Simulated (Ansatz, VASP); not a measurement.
**KCd2Os3: VASP beside Ansatz**

```
K Cd Os
1.0
     5.33646    0.00000    0.00000
    -2.66823    4.62151    0.00000
     0.00000    0.00000    4.82291
K Cd Os
1 2 3
Direct
  0.00000 0.00000 0.00000
  0.33333 0.66667 0.00000
  0.66667 0.33333 0.00000
  0.50000 0.00000 0.50000
  0.50000 0.50000 0.50000
  0.00000 0.50000 0.50000
```

Alike in both runs: functional PBE; k mesh 3 × 3 × 6; occupations gaussian, width 0.1 eV; no spin polarisation.

Ansatz relaxed the structure, and its values are those at the end. VASP's run is a single point on that final structure, the one shown.

```csv
,VASP,Ansatz
version,VASP 6.6.1,Ansatz 0.2.0
potentials or method,"VASP PAW PBE potentials, release 64 (K_sv, Cd_sv_GW, Os_sv_GW), cutoff 630 eV","scalar-relativistic, plane waves, PAW"
valence electrons in the cell,97,97
```

Ansatz gave:

```
gap on the k mesh at the Fermi level (eV) : none
pressure (GPa)                            : -0.1
```

Task: What did VASP give for the same quantities?

Result: gap on the k mesh at the Fermi level (eV): none; pressure (GPa): -0.3.

A gap of «none» marks a metal or a gap that the smearing closes.

The k mesh is coarse, so the values compare programs but aren't converged. Neither program's run includes spin-orbit coupling.
